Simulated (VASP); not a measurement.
Input of a VASP 6.6.1 run:

Contents of INCAR:

```
SYSTEM = Li
PREC = Accurate
ENCUT = 520
EDIFF = 1E-6
ISMEAR = -1
SIGMA = 0.08
LREAL = .False.
LASPH = .True.
NELM = 60
ALGO = Normal
ISIF = 2
LWAVE = .False.
LCHARG = .False.
GGA = PS
NBANDS = 10
```

File KPOINTS:

```
regular mesh
0
Gamma
  15 15 8
  0 0 0
```

File POSCAR:

```
Li
1.0
    3.1110021516      0.0000000000      0.0000000000
   -1.5555010758      2.6942068945      0.0000000000
    0.0000000000      0.0000000000      5.2457900000
Li
2
Direct
    0.3333333333      0.6666666667      0.2500000000
    0.6666666667      0.3333333333      0.7500000000
```

Potentials or basis: VASP PAW PBE potentials, release 64 (Li_sv).

Run with:

```sh
$ cat potpaw_PBE.64/Li_sv/POTCAR > POTCAR
$ mpirun -np 1 vasp_std > vasp.out
```

Problem. Predict the band gap on the k mesh.

Solution. Zero (bands 3 and 4 overlap by 4.57 eV).

Caveat: the cell differs from its parent crystal (zz strain of +3 %).
